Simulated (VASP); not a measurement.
KCl, 2 atoms in the cell. It takes space group Fm-3m (No. 225, cubic). Conventional cell: a = 6.290 Å, b = 6.290 Å, c = 6.290 Å, α = 90.00°, β = 90.00°, γ = 90.00°. K (site symmetry m-3m) has 6 Cl at 3.14 Å within 4.1 Å. Within 4.1 Å of Cl (site symmetry m-3m) lie 6 K at 3.14 Å. 

```yaml
Program: VASP 6.6.1
Task: single point
Functional: HSE06
Potentials_or_basis: VASP PAW PBE potentials, release 64 (K_sv, Cl)
Cutoff: 520 eV
k_mesh: 4 × 4 × 4
Occupations: gaussian, width 0.01 eV
Spin: no spin polarisation
Dipole_correction: no
Grid_for_exact_exchange_PRECFOCK: Normal
Further_INCAR_settings: ALGO = Normal; EDIFF = 1e-06; NBANDS = 15
Share_of_exact_exchange: 0.25
Screening_parameter: 0.2079 1/Å
```

Potentials or basis: VASP PAW PBE potentials, release 64 (K_sv, Cl).

Run with:

```sh
$ cat potpaw_PBE.64/K_sv/POTCAR potpaw_PBE.64/Cl/POTCAR > POTCAR
$ cp INCAR.step1 INCAR
$ mpirun -np 1 vasp_std > vasp.out
$ cp INCAR.step2 INCAR
$ mpirun -np 1 vasp_std > vasp.out
```

Hardware: 1 thread of Oxide Virtual Turin-like Processor (shared host).

Problem. Estimate the wall time of this run.

Solution. It took 10 min on 1 thread of Oxide Virtual Turin-like Processor (shared host), peak memory 0.28 GiB. Counts: k points 8.
